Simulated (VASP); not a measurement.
Here is a VASP 6.6.1 calculation.

Contents of INCAR:

```
SYSTEM = CO2
PREC = Accurate ; ENCUT = 520
EDIFF = 1E-6 ; ISMEAR = 0
SIGMA = 0.01 ; LREAL = .False.
LASPH = .True. ; NELM = 100
ALGO = Normal ; ISIF = 2
LWAVE = .False. ; LCHARG = .False.
GGA = PS ; NBANDS = 25
```

Contents of KPOINTS:

```
Automatic mesh
0
Gamma
  8 8 8
  0 0 0
```

File POSCAR:

```
CO2
1.0
   -1.6281559079      1.6281559079      3.0111474675
    1.6281559079     -1.6281559079      3.0111474675
    1.6281559079      1.6281559079     -3.0111474675
C O
2 4
Direct
    0.0000000000      0.0000000000      0.0000000000
    0.7500000000      0.2500000000      0.5000000000
    0.3750000000      0.3528161736      0.4778161736
    0.6471838264      0.1250000000      1.0221838264
    0.8750000000      0.8971838264      0.5221838264
    0.1028161736      0.6250000000     -0.0221838264
```

Potentials or basis: VASP PAW PBE potentials, release 64 (C, O).

Run with:

```sh
$ cat potpaw_PBE.64/C/POTCAR potpaw_PBE.64/O/POTCAR > POTCAR
$ mpirun -np 1 vasp_std > vasp.out
```

Problem. What does it give for the band gap on the k mesh?

Solution. 7.09 eV, indirect (least direct gap 7.23 eV).

Problem. What does it give for the pressure?

Solution. 103.6 GPa.

Problem. Predict the largest force.

Solution. 0.186 eV/Å.

Forces on the atoms (eV/Å):
```
C    0.000  0.000  0.000
C    0.000  0.000  0.000
O    0.186  0.000  0.000
O    0.000 -0.186  0.000
O   -0.186  0.000  0.000
O    0.000  0.186  0.000
```

Caveat: the PAW data sets were made with another functional, which shifts forces and pressure a little. A k mesh can miss the band edges.
